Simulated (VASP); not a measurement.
Input of a VASP 6.6.1 run:

Contents of INCAR:

```
SYSTEM = CuRu2
PREC     = Accurate       ! precision mode
ENCUT    = 600            ! plane-wave cutoff, eV
EDIFF    = 1E-7           ! SCF threshold, eV
ISMEAR   = 0              ! smearing method
SIGMA    = 0.1            ! smearing width, eV
LREAL    = .False.        ! projectors in reciprocal space
LASPH    = .True.         ! aspherical terms in the spheres
NELM     = 100            ! most SCF steps
ALGO     = Fast           ! electronic algorithm
ISIF     = 3              ! what is computed and relaxed
LWAVE    = .False.        ! write WAVECAR
LCHARG   = .False.        ! write CHGCAR
GGA      = PE             ! functional
IBRION   = 2              ! ionic algorithm
NSW      = 100            ! ionic steps
EDIFFG   = -0.01          ! ionic threshold
```

File KPOINTS:

```
Automatic mesh
0
Gamma
  10 10 10
  0 0 0
```

Contents of POSCAR:

```
CuRu2
1.0
    0.0000000000      3.5451466228      3.5451466228
    3.5451466228      0.0000000000      3.5451466228
    3.5451466228      3.5451466228      0.0000000000
Cu Ru
2 4
Direct
    0.0000000000      0.0000000000      0.0000000000
    0.2500000000      0.2500000000      0.2500000000
    0.6250000000      0.6250000000      0.6250000000
    0.1250000000      0.6250000000      0.6250000000
    0.6250000000      0.1250000000      0.6250000000
    0.6250000000      0.6250000000      0.1250000000
```

Potentials or basis: VASP PAW PBE potentials, release 64 (Cu, Ru_pv).

The run is started by

```sh
$ cat potpaw_PBE.64/Cu/POTCAR potpaw_PBE.64/Ru_pv/POTCAR > POTCAR
$ mpirun -np 1 vasp_std > vasp.out
```

Q: Predict the relaxed volume.

A: 14.92 Å³/atom.

Q: Estimate the space group after relaxing (to 0.1 Å).

A: Fd-3m (No. 227).

Step by step:
```tsv
step	energy change (eV)	largest force (eV/Å)	pressure (GPa)	volume (Å³)
1	0.0000	0.0000	0.96	89.11
2	0.0025	0.0000	-1.54	90.26
3	-0.0012	0.0000	0.03	89.52
```
